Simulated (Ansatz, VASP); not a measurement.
# Ti: VASP beside Ansatz

```
Ti
1.0
     0.00000    2.07060    2.03000
     2.07060    0.00000    2.03000
     2.07060    2.07060    0.00000
Ti
1
Direct
  0.00000 0.00000 0.00000
```

Change from the starting cell: equal xx and yy strain of +2 %.

Alike in both runs: task single point; functional PBE; k mesh 15 × 15 × 15; occupations fermi-dirac, width 0.05 eV; no spin polarisation.

|  | VASP | Ansatz |
| --- | --- | --- |
| version | VASP 6.6.1 | Ansatz 0.2.0 |
| potentials or method | VASP PAW PBE potentials, release 64 (Ti_sv), cutoff 520 eV | all-electron LAPW, scalar-relativistic |

Ansatz gave:

- pressure (GPa): -0.1
- traceless stress, the component that is largest in VASP (GPa): 0.56

Problem. Which values does VASP return?

Solution. Pressure (GPa): -0.4; traceless stress, the component that is largest in VASP (GPa): 0.56.

Ansatz ran all-electron here, and VASP with PAW potentials.
